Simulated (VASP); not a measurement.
# CaSe (Fm-3m) in VASP: notebook

CaSe is run at these levels: r2SCAN; tasks: single point.

All numbers are computed with VASP 6.6.1; they aren't measurements. Logs are shortened: lines on timing, memory, paths and dates and some standing lists are left out, and cuts for length are marked.

### Step 1. The cell of the first run

Symmetry: Fm-3m, No. 225, cubic system. Conventional cell: a = 5.814 Å, b = 5.814 Å, c = 5.814 Å, α = 90.00°, β = 90.00°, γ = 90.00°. Ca (site symmetry m-3m) has 6 Se at 2.91 Å within 3.8 Å. Within 3.8 Å of Se (site symmetry m-3m) lie 6 Ca at 2.91 Å.

### Step 2. Single point, r2SCAN (volume changed by -6%)

The input, POSCAR:

```
CaSe
1.0
    0.0000000000      2.9069561697      2.9069561697
    2.9069561697      0.0000000000      2.9069561697
    2.9069561697      2.9069561697      0.0000000000
Ca Se
1 1
Direct
    0.0000000000      0.0000000000      0.0000000000
    0.5000000000      0.5000000000      0.5000000000
```

The input, INCAR.step1:

```
  PREC = Accurate
  ENCUT = 520
  ISMEAR = 0
  SIGMA = 0.01
  LREAL = F
  LASPH = T
  NELM = 60
  NBANDS = 15
  GGA = PE
  ALGO = Normal
  EDIFF = 1E-4
  LWAVE = T
  LCHARG = F
```

The input, INCAR.step2:

```
  PREC = Accurate
  ENCUT = 520
  EDIFF = 1E-7
  ISMEAR = 0
  SIGMA = 0.01
  LREAL = F
  LASPH = T
  NELM = 60
  ALGO = Normal
  ISIF = 2
  LWAVE = F
  LCHARG = T
  METAGGA = R2SCAN
  LMIXTAU = T
  LELF = T
  LVHAR = T
  NBANDS = 15
  ISTART = 1
```

The input, KPOINTS:

```
Automatic mesh
0
Gamma
  6 6 6
```

Potentials or basis: VASP PAW PBE potentials, release 64 (Ca_sv, Se).

Command:

```
$ cat potpaw_PBE.64/Ca_sv/POTCAR potpaw_PBE.64/Se/POTCAR > POTCAR
$ cp INCAR.step1 INCAR
$ mpirun -np 1 vasp_std > vasp.out
$ cp INCAR.step2 INCAR
$ mpirun -np 1 vasp_std > vasp.out
```

OUTCAR:

```text
PREC = Accurate
   ENCUT = 520
   EDIFF = 1E-7
   ISMEAR = 0
   LREAL = F
   LASPH = T
   NELM = 60
   ISIF = 2
   METAGGA = R2SCAN
   ISTART = 1

 ion  position               nearest neighbor table
   1  0.000  0.000  0.000-   2 2.91   2 2.91   2 2.91   2 2.91   2 2.91   2 2.91
   2  0.500  0.500  0.500-   1 2.91   1 2.91   1 2.91   1 2.91   1 2.91   1 2.91

  LATTYP: Found a face centered cubic cell.
 ALAT       =     5.8139123394

  Lattice vectors:

 A1 = (   0.0000000000,   2.9069561697,   2.9069561697)
 A2 = (   2.9069561697,   0.0000000000,   2.9069561697)
 A3 = (   2.9069561697,   2.9069561697,   0.0000000000)

Analysis of symmetry for initial positions (statically):
=====================================================================
 Subroutine PRICEL returns:
 Original cell was already a primitive cell.

 Routine SETGRP: Setting up the symmetry group for a
 face centered cubic supercell.

 Subroutine GETGRP returns: Found 48 space group operations
 (whereof 48 operations were pure point group operations)
 out of a pool of 48 trial point group operations.

The static configuration has the point symmetry O_h .

Analysis of symmetry for dynamics (positions and initial velocities):
=====================================================================
 Subroutine PRICEL returns:
 Original cell was already a primitive cell.

 Routine SETGRP: Setting up the symmetry group for a
 face centered cubic supercell.

 Subroutine GETGRP returns: Found 48 space group operations
 (whereof 48 operations were pure point group operations)
 out of a pool of 48 trial point group operations.

The dynamic configuration has the point symmetry O_h .

 Subroutine INISYM returns: Found 48 space group operations
 (whereof 48 operations are pure point group operations),
 and found     1 'primitive' translations

----------------------------------------------------------------------------------------

                                     Primitive cell

  volume of cell :      49.1299

  direct lattice vectors                    reciprocal lattice vectors
     0.000000000  2.906956170  2.906956170    -0.172001217  0.172001217  0.172001217
     2.906956170  0.000000000  2.906956170     0.172001217 -0.172001217  0.172001217
     2.906956170  2.906956170  0.000000000     0.172001217  0.172001217 -0.172001217

  length of vectors
     4.111056840  4.111056840  4.111056840     0.297914847  0.297914847  0.297914847

  position of ions in fractional coordinates (direct lattice)
     0.000000000  0.000000000  0.000000000
     0.500000000  0.500000000  0.500000000

  ion indices of the primitive-cell ions
   primitive index   ion index
                 1           1
                 2           2

----------------------------------------------------------------------------------------

 KPOINTS: Automatic mesh

Automatic generation of k-mesh.
 Grid dimensions read from file:
 generate k-points for:    6    6    6

 Generating k-lattice:

  Cartesian coordinates                     Fractional coordinates (reciprocal lattice)
    -0.028666870  0.028666870  0.028666870     0.166666667  0.000000000  0.000000000
     0.028666870 -0.028666870  0.028666870     0.000000000  0.166666667  0.000000000
     0.028666870  0.028666870 -0.028666870     0.000000000  0.000000000  0.166666667

  Length of vectors
     0.049652475  0.049652475  0.049652475

  Shift w.r.t. Gamma in fractional coordinates (k-lattice)
     0.000000000  0.000000000  0.000000000

 Subroutine IBZKPT returns following result:
 ===========================================

 Found     16 irreducible k-points:

 Following reciprocal coordinates:
            Coordinates               Weight
  0.000000  0.000000  0.000000      1.000000
  0.166667  0.000000  0.000000      8.000000
  0.333333  0.000000  0.000000      8.000000
  0.500000  0.000000  0.000000      4.000000
  0.166667  0.166667  0.000000      6.000000
  0.333333  0.166667  0.000000     24.000000
[... 8 lines left out ...]
 -0.333333  0.333333  0.166667     24.000000
 -0.333333  0.500000  0.166667     12.000000
   k-points           NKPTS =     16   k-points in BZ     NKDIM =     16   number of bands    NBANDS=     15
   number of dos      NEDOS =    301   number of ions     NIONS =      2
   total plane-waves  NPLWV =  32768
   dimension x,y,z NGX =    32 NGY =   32 NGZ =   32
   dimension x,y,z NGXF=    64 NGYF=   64 NGZF=   64
   ions per type =               1   1
   NGX,Y,Z   is equivalent  to a cutoff of  12.94, 12.94, 12.94 a.u.
   NGXF,Y,Z  is equivalent  to a cutoff of  25.88, 25.88, 25.88 a.u.
 SYSTEM =  unknown system
   PREC   = accura    normal or accurate (medium, high low for compatibility)
   ISTART =      1    job   : 0-new  1-cont  2-samecut
   ICHARG =      0    charge: 1-file 2-atom 10-const
   ISPIN  =      1    spin polarized calculation?
   LNONCOLLINEAR =      F non collinear calculations
   LSORBIT =      F    spin-orbit coupling
   LASPH  =      T    aspherical Exc in radial PAW
   ENCUT  =  520.0 eV  38.22 Ry    6.18 a.u.   7.64  7.64  7.64*2*pi/ulx,y,z
   NELM   =     60;   NELMIN=  2; NELMDL=  0     # of ELM steps
   EDIFF  = 0.1E-06   stopping-criterion for ELM
   LREAL  =      F    real-space projection
   EDIFFG = 0.1E-05   stopping-criterion for IOM
   NSW    =      0    number of steps for IOM
   IBRION =     -1    ionic relax: 0-MD 1-quasi-New 2-CG
   NFREE  =      0    steps in history (QN), initial steepest desc. (CG)
   ISIF   =      2    stress and relaxation
   ISYM   =      2    0-nonsym 1-usesym 2-fastsym
   POTIM  = 0.5000    time-step for ionic-motion
   TEBEG  =    0.0;   TEEND  =   0.0 temperature during run
   PSTRESS=    0.0 pullay stress
   NELECT =      16.0000    total number of electrons
   NUPDOWN=      -1.0000    fix difference up-down
   EMIN   =  10.00;   EMAX   =-10.00  energy-range for DOS
   EFERMI =   0.00;   METHOD = LEGACY
   ISMEAR =     0;   SIGMA  =   0.01  broadening in eV -4-tet -1-fermi 0-gaus
   EFERMI_NEDOS =   21; number of points for ismear=-14 and -15
   IALGO  =     38    algorithm
   IMIX   =      4    mixing-type and parameters
     AMIX     =   0.40;   BMIX     =  1.00
     AMIX_MAG =   1.60;   BMIX_MAG =  1.00
  volume/ion in A,a.u.               =      24.56       165.77
  Fermi-wavevector in a.u.,A,eV,Ry     =   1.126332  2.128458 17.260668  1.268623
  Thomas-Fermi vector in A             =   2.263013
   LORBIT       =      0    0 simple, 1 ext, 2 COOP (PROOUT), +10 PAW based schemes
   METAGGA = R2SCAN    functional components
   LHFCALC =     F    Hartree Fock is set to
   AEXX    =    0.0000 exact exchange contribution
   IVDW    =     0    specifies the selected vdW correction
   LEPSILON=     F    determine dielectric tensor
   LRPA    =     F    only Hartree local field effects (RPA)
 non-spin polarized calculation
 Gauss-broadening in eV      SIGMA  =   0.01
  energy-cutoff  :      520.00
  volume of cell :       49.13
 maximum number of plane-waves:      1363
 NGX is ok and might be reduce to    32
   NGX = 15   NGY = 15   NGZ = 15

 number of electron      16.0000002 magnetization

 Free energy of the ion-electron system (eV)
  ---------------------------------------------------
  ext. energy  EPLUGINS =         0.00000000
  ---------------------------------------------------
  free energy    TOTEN  =       -25.93866537 eV

  energy without entropy =      -25.93866537  energy(sigma->0) =      -25.93866537

 E-fermi :   2.6409     XC(G=0):  -9.8153

 val. band max:        2.5542658708   @ k =   0.0000   0.0000   0.0000
 cond. band min:       4.9123334506   @ k =   0.5000   0.5000   0.0000
 fundamental gap:      2.3580675798
 Fermi energy:         2.6409333653

 k-point     1 :       0.0000    0.0000    0.0000
  band No.  band energies     occupation
      1     -38.5848      2.00000
      2     -18.7069      2.00000
      3     -18.7069      2.00000
      4     -18.7069      2.00000
      5      -9.8325      2.00000
      6       2.5543      2.00000
      7       2.5543      2.00000
      8       2.5543      2.00000
      9       6.7532      0.00000
     10       6.7532      0.00000
     11       6.7532      0.00000
     12       7.0063      0.00000
     13       7.4020      0.00000
     14       7.4020      0.00000
     15      13.1187      0.00000

 k-point     2 :       0.1667    0.0000    0.0000
  band No.  band energies     occupation
      1     -38.5826      2.00000
      2     -18.7453      2.00000
      3     -18.7090      2.00000
      4     -18.7090      2.00000
      5      -9.6427      2.00000
      6       1.3521      2.00000
      7       2.1320      2.00000
      8       2.1320      2.00000
      9       6.7913      0.00000
     10       7.1510      0.00000
     11       7.1510      0.00000
     12       8.1721      0.00000
     13       8.1721      0.00000
     14       8.3868      0.00000
     15      13.2959      0.00000

 k-point     3 :       0.3333    0.0000    0.0000
  band No.  band energies     occupation
      1     -38.5781      2.00000
      2     -18.8202      2.00000
      3     -18.7133      2.00000
      4     -18.7132      2.00000
      5      -9.2296      2.00000
      6      -0.2637      2.00000
      7       1.5020      2.00000
      8       1.5020      2.00000
      9       7.1298      0.00000
     10       8.0778      0.00000
     11       8.0778      0.00000
     12       9.5917      0.00000
     13       9.7961      0.00000
     14       9.7961      0.00000
     15      13.0052      0.00000
[... 199 lines left out ...]
 k-point    15 :      -0.3333    0.3333    0.1667
  band No.  band energies     occupation
      1     -38.5737      2.00000
      2     -18.8090      2.00000
      3     -18.7632      2.00000
      4     -18.7368      2.00000
      5      -9.0402      2.00000
      6      -0.1213      2.00000
      7       0.6207      2.00000
      8       1.1133      2.00000
      9       7.5947      0.00000
     10       7.6855      0.00000
     11       9.0806      0.00000
     12       9.3070      0.00000
     13       9.3320      0.00000
     14      11.3132      0.00000
     15      12.3787      0.00000

 k-point    16 :      -0.3333    0.5000    0.1667
  band No.  band energies     occupation
      1     -38.5730      2.00000
      2     -18.7945      2.00000
      3     -18.7636      2.00000
      4     -18.7556      2.00000
      5      -9.0826      2.00000
      6       0.1276      2.00000
      7       0.8771      2.00000
      8       0.9446      2.00000
      9       6.3278      0.00000
     10       8.5135      0.00000
     11       8.6071      0.00000
     12       9.2029      0.00000
     13       9.3879      0.00000
     14      10.6354      0.00000
     15      13.1034      0.00000

------------------------ aborting loop because EDIFF is reached ----------------------------------------

  FORCE on cell =-STRESS in cart. coord.  units (eV):
  Direction    XX          YY          ZZ          XY          YZ          ZX
  --------------------------------------------------------------------------------------
  -------------------------------------------------------------------------------------
  Total        1.2138714      1.2138714      1.2138714      0.0000000      0.0000000      0.0000000
  in kB       39.5856524     39.5856524     39.5856524      0.0000000      0.0000000      0.0000000
  external PRESSURE =      39.5856524 kB  Pullay stress =       0.0000000 kB

 VOLUME and BASIS-vectors are now :
 -----------------------------------------------------------------------------
  energy-cutoff  :      520.00
  volume of cell :       49.13
      direct lattice vectors                 reciprocal lattice vectors
     0.000000000  2.906956170  2.906956170    -0.172001217  0.172001217  0.172001217
     2.906956170  0.000000000  2.906956170     0.172001217 -0.172001217  0.172001217
     2.906956170  2.906956170  0.000000000     0.172001217  0.172001217 -0.172001217

 POSITION                                       TOTAL-FORCE (eV/Angst)
 -----------------------------------------------------------------------------------
      0.00000      0.00000      0.00000         0.000000      0.000000     -0.000000
      2.90696      2.90696      2.90696         0.000000      0.000000      0.000000
 -----------------------------------------------------------------------------------
    total drift:                                0.000000     -0.000000     -0.000000

  FREE ENERGIE OF THE ION-ELECTRON SYSTEM (eV)
  ---------------------------------------------------
  free  energy   TOTEN  =       -25.9386653708 eV

  energy  without entropy=      -25.9386653708  energy(sigma->0) =      -25.93866537
```

Run time: 33 s. Hardware: 1 thread of Intel Xeon Platinum 8488C (Sapphire Rapids), shared host; peak memory 0.18 GiB.

Results:

| Quantity | Value |
| --- | --- |
| Free energy | -25.9387 eV |
| Pressure | 4.0 GPa |
| Band gap on the k mesh | 2.36 eV, indirect (least direct gap 3.36 eV) |

Levels at points of the mesh, in eV from the valence-band top:
```tsv
k point	band 6	band 7	band 8	band 9	band 10	band 11
(0.00, 0.00, 0.00)	0.00	0.00	0.00	4.20	4.20	4.20
(0.50, 0.00, 0.00)	-3.48	-1.31	-1.31	5.21	6.25	6.25
(0.50, 0.50, 0.00)	-2.68	-1.00	-1.00	2.36	5.70	6.05
```

Caveat: the PAW data sets were made with another functional, which shifts forces and pressure a little. A k mesh can miss the band edges.

### Step 3. Single point, r2SCAN (volume changed by -3%)

The input, POSCAR:

```
CaSe
1.0
    0.0000000000      2.9375579572      2.9375579572
    2.9375579572      0.0000000000      2.9375579572
    2.9375579572      2.9375579572      0.0000000000
Ca Se
1 1
Direct
    0.0000000000      0.0000000000      0.0000000000
    0.5000000000      0.5000000000      0.5000000000
```

The input, INCAR.step1:

```
ALGO = Normal
EDIFF = 1E-4
ENCUT = 520
GGA = PE
ISMEAR = 0
LASPH = T
LCHARG = F
LREAL = F
LWAVE = T
NBANDS = 15
NELM = 80
PREC = Accurate
SIGMA = 0.01
```

The input, INCAR.step2:

```
ALGO = Normal
EDIFF = 1E-6
ENCUT = 520
ISIF = 2
ISMEAR = 0
ISTART = 1
LASPH = T
LCHARG = T
LELF = T
LMIXTAU = T
LREAL = F
LVHAR = T
LWAVE = F
METAGGA = R2SCAN
NBANDS = 15
NELM = 80
PREC = Accurate
SIGMA = 0.01
```

The input, KPOINTS:

```
k-points
0
Gamma
  6 6 6
```

Potentials or basis: VASP PAW PBE potentials, release 64 (Ca_sv, Se).

Command:

```
$ cat potpaw_PBE.64/Ca_sv/POTCAR potpaw_PBE.64/Se/POTCAR > POTCAR
$ cp INCAR.step1 INCAR
$ mpirun -np 1 vasp_std > vasp.out
$ cp INCAR.step2 INCAR
$ mpirun -np 1 vasp_std > vasp.out
```

It took 32 s on 1 thread of Intel Xeon Platinum 8488C (Sapphire Rapids), shared host; peak memory 0.19 GiB.

Results (log left out):

```yaml
Free_energy: -25.9677 eV
Pressure: 2.0 GPa
Band_gap_on_the_k_mesh: 2.44 eV, indirect (least direct gap 3.41 eV)
```

Levels at points of the mesh, in eV from the valence-band top:
```tsv
k point	band 5	band 6	band 7	band 8	band 9	band 10	band 11	band 12
(0.00, 0.00, 0.00)	-12.27	0.00	0.00	0.00	4.22	4.22	4.22	4.26
(0.50, 0.00, 0.00)	-11.50	-3.36	-1.23	-1.23	5.16	6.16	6.17	6.17
(0.50, 0.50, 0.00)	-11.64	-2.60	-0.97	-0.97	2.44	5.65	5.90	6.72
```

Caveat: the PAW data sets were made with another functional, which shifts forces and pressure a little.
